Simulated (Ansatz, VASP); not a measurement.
## One calculation of As2Se, two programs

```xyz
3
Lattice="0.0000 3.2542 3.2542 3.2542 0.0000 3.2542 3.2542 3.2542 0.0000" Properties=species:S:1:pos:R:3 pbc="T T T"
As    1.6271    1.6271    1.6271
As    3.2542    3.2542    3.2542
Se    0.0000    0.0000    0.0000
```

Change from the starting cell: species swapped into the Cu2Se type (F-43m, No. 216).

Alike in both runs: functional PBE; k mesh 5 × 5 × 5; occupations gaussian, width 0.2 eV; no spin polarisation.

Ansatz relaxed the structure, and its values are those at the end. VASP's run is a single point on that final structure, the one shown.

|  | VASP | Ansatz |
| --- | --- | --- |
| version | VASP 6.6.1 | Ansatz 0.2.0 |
| potentials or method | VASP PAW PBE potentials, release 64 (As, Se), cutoff 500 eV | scalar-relativistic, plane waves, PAW |
| valence electrons in the cell | 16 | 46 |

```csv
,VASP,Ansatz,Ansatz less VASP
gap on the k mesh at the Fermi level (eV),none,none,-
pressure (GPa),0.5,0.4,-0.05
```

A gap of «none» marks a metal or a gap that the smearing closes. VASP's potentials hold 16 valence electrons a cell and Ansatz's 46, so a difference there can come from the potentials and not from the codes.
